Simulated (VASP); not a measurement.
Runs of VASP 6.6.1 on Lu. The structure is that of space group P6/mmm (No. 191), or close to it. The cells are those of the table. This isn't the form of Lu at room conditions, which is hcp.

```csv
cell,k mesh,gap on the mesh (eV),pressure (GPa)
"a = 5.243, b = 5.243, c = 3.297 Å, angles 90.0, 90.0, 120.0°, 3 atoms",8 × 8 × 10,none,7.0
"a = 5.471, b = 5.471, c = 3.440 Å, angles 90.0, 90.0, 120.0°, 3 atoms",9 × 9 × 12,none,0.2
"a = 5.321, b = 5.321, c = 3.346 Å, angles 90.0, 90.0, 120.0°, 3 atoms",8 × 8 × 10,none,4.4
"a = 5.471, b = 5.471, c = 3.440 Å, angles 90.0, 90.0, 120.0°, 3 atoms",8 × 8 × 10,none,(b)
"a = 5.397, b = 5.397, c = 3.394 Å, angles 90.0, 90.0, 120.0°, 3 atoms",8 × 8 × 10,none,(a)
```

Alike in all rows: task single point; level BLYP; potentials or basis VASP PAW PBE potentials, release 64 (Lu); no spin polarisation; cutoff (eV) 520; smearing fermi-dirac 0.1 eV.

Q: Fill in the values left out.

A: (a) 2.1; (b) 0.1.

Caveats: the PAW data sets were made with another functional, which shifts forces and pressure a little; spin-orbit coupling is left out, which moves the levels of the heavy elements; the cell stands under pressure (at least some runs).

A k mesh can miss the band edges, and the runs leave out spin-orbit coupling on Lu.

A gap of «none» marks levels without a gap at the run's occupations.
